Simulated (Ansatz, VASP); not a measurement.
# CuS: VASP beside Ansatz

```
CELL_PARAMETERS angstrom
0.00000 2.53470 2.53470
2.53470 0.00000 2.53470
2.53470 2.53470 0.00000
ATOMIC_POSITIONS crystal
Cu 0.25000 0.25000 0.25000
S 0.00000 0.00000 0.00000
```

Alike in both runs: task single point; functional LDA; k mesh 16 × 16 × 16; occupations gaussian, width 0.15 eV; no spin polarisation.

|  | VASP | Ansatz |
| --- | --- | --- |
| version | VASP 6.6.1 | Ansatz 0.2.0 |
| potentials or method | VASP PAW LDA potentials, release 64 (Cu, S), cutoff 520 eV | scalar-relativistic, plane waves, PAW |
| valence electrons in the cell | 17 | 25 |

```csv
,VASP,Ansatz,Ansatz less VASP
gap on the k mesh at the Fermi level (eV),none,none,-
pressure (GPa),0.3,0.0,-0.26
```

LDA's correlation is that of Perdew and Zunger in VASP and of Perdew and Wang (1992) in Ansatz. A gap of «none» marks a metal or a gap that the smearing closes. VASP's potentials hold 17 valence electrons a cell and Ansatz's 25, so a difference there can come from the potentials and not from the codes.
